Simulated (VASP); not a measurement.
Wanted: the native input for a VASP 6.6.1 run.

* Task: single point
* Functional: HSE06
* Potentials or basis: VASP PAW PBE potentials, release 64 (Sr_sv, Ti_sv, O)
* Cutoff: 520 eV
* k mesh: 4 × 4 × 4
* Occupations: gaussian, width 0.01 eV
* Spin: no spin polarisation
* Dipole correction: no
* Grid for exact exchange (PRECFOCK): Fast
* Further INCAR settings: ALGO = Normal; EDIFF = 1e-07; NBANDS = 28
* Share of exact exchange: 0.25
* Screening parameter: 0.2079 1/Å

The system is SrTiO3.

```
Sr Ti O
1.0
     3.90685    0.00000    0.00000
     0.00000    3.90685    0.00000
     0.00000    0.00000    3.90685
Sr Ti O
1 1 3
Direct
  0.00000 0.00000 0.00000
  0.50000 0.50000 0.50000
  0.50000 0.50000 0.00000
  0.50000 0.00000 0.50000
  0.00000 0.50000 0.50000
```

One way to write it, as run:

POSCAR

```
SrTiO3
1.0
    3.9068515088      0.0000000000      0.0000000000
    0.0000000000      3.9068515088      0.0000000000
    0.0000000000      0.0000000000      3.9068515088
Sr Ti O
1 1 3
Direct
    0.0000000000      0.0000000000      0.0000000000
    0.5000000000      0.5000000000      0.5000000000
    0.5000000000      0.5000000000      0.0000000000
    0.5000000000      0.0000000000      0.5000000000
    0.0000000000      0.5000000000      0.5000000000
```

INCAR.step1

```
SYSTEM = SrTiO3
PREC = Accurate
ENCUT = 520
EDIFF = 1E-5
ISMEAR = 0
SIGMA = 0.01
LREAL = .FALSE.
LASPH = .TRUE.
NELM = 60
ALGO = Normal
ISIF = 2
LWAVE = .TRUE.
LCHARG = .FALSE.
GGA = PE
NBANDS = 28
```

INCAR.step2

```
SYSTEM = SrTiO3
PREC = Accurate
ENCUT = 520
EDIFF = 1E-7
ISMEAR = 0
SIGMA = 0.01
LREAL = .FALSE.
LASPH = .TRUE.
NELM = 60
ALGO = Normal
ISIF = 2
LWAVE = .FALSE.
LCHARG = .FALSE.
GGA = PE
LHFCALC = .TRUE.
HFSCREEN = 0.2079
PRECFOCK = Fast
ISTART = 1
NBANDS = 28
```

KPOINTS

```
Automatic mesh
0
G
  4 4 4
  0 0 0
```

Potentials or basis: VASP PAW PBE potentials, release 64 (Sr_sv, Ti_sv, O).

Launch:

```bash
$ cat potpaw_PBE.64/Sr_sv/POTCAR potpaw_PBE.64/Ti_sv/POTCAR potpaw_PBE.64/O/POTCAR > POTCAR
$ cp INCAR.step1 INCAR
$ mpirun -np 1 vasp_std > vasp.out
$ cp INCAR.step2 INCAR
$ mpirun -np 1 vasp_std > vasp.out
```

Results of the run:

- Pressure: -1.1 GPa
- Band gap on the k mesh: 3.29 eV (least direct gap 3.67 eV)

Caveat: the PAW data sets were made with another functional, which shifts forces and pressure a little.

It took 18 min on 1 thread of Intel Xeon 8259CL (shared host), peak memory 0.29 GiB.
